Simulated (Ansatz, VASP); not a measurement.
**ZnCu in VASP and in Ansatz**

INCAR

```
SYSTEM = ZnCu
PREC = Accurate ; ENCUT = 520
EDIFF = 1E-6 ; ISMEAR = -1
SIGMA = 0.05 ; LREAL = .FALSE.
LASPH = .TRUE. ; NELM = 100
ALGO = Normal ; ISIF = 2
LWAVE = .FALSE. ; LCHARG = .TRUE.
GGA = PE ; LELF = .TRUE.
LVHAR = .TRUE. ; NBANDS = 18
```

File KPOINTS:

```
regular mesh
0
G
  14 14 14
  0 0 0
```

Contents of POSCAR:

```
ZnCu
1.0
    2.9632359253      0.0000000000      0.0000000000
    0.0000000000      2.9632359253      0.0000000000
    0.0000000000      0.0000000000      2.9632359253
Zn Cu
1 1
Direct
    0.5000000000      0.5000000000      0.5000000000
    0.0000000000      0.0000000000      0.0000000000
```

Input for Ansatz:

```yaml
crystal:
  lattice:
    - [2.9632359253, 0.0, 0.0]
    - [0.0, 2.9632359253, 0.0]
    - [0.0, 0.0, 2.9632359253]
  atoms:
    - { symbol: Zn, position: [0.5, 0.5, 0.5] }
    - { symbol: Cu, position: [0.0, 0.0, 0.0] }
kpoints:
  mp_grid: { grid: [14, 14, 14] }
  band_path:
    path:
      - [0.0, 0.0, 0.0]
      - [0.0, 0.5, 0.0]
      - [0.5, 0.5, 0.0]
      - [0.0, 0.0, 0.0]
      - [0.5, 0.5, 0.5]
      - [0.0, 0.5, 0.0]
      - [0.5, 0.5, 0.5]
      - [0.5, 0.5, 0.0]
    npoints: 14
scf:
  occupations: { method: fermi_dirac, width: 0.05 }
hamiltonian:
  xc: pbe
  pseudopotentials: { kind: all_electron, lapw: { basis_error: 0.0005 } }
output:
  forces: true
  stress: true
  eigenvalues: true
  populations: true
```

Alike in both runs: task single point; functional PBE; k mesh 14 × 14 × 14; occupations fermi-dirac, width 0.05 eV; no spin polarisation.

|  | VASP | Ansatz |
| --- | --- | --- |
| version | VASP 6.6.1 | Ansatz 0.2.0 |
| potentials or method | VASP PAW PBE potentials, release 64 (Zn, Cu), cutoff 520 eV | all-electron LAPW, scalar-relativistic |

|  | VASP | Ansatz | Ansatz less VASP |
| --- | --- | --- | --- |
| pressure (GPa) | 0.5 | 0.0 | -0.51 |

Ansatz ran all-electron here, and VASP with PAW potentials.
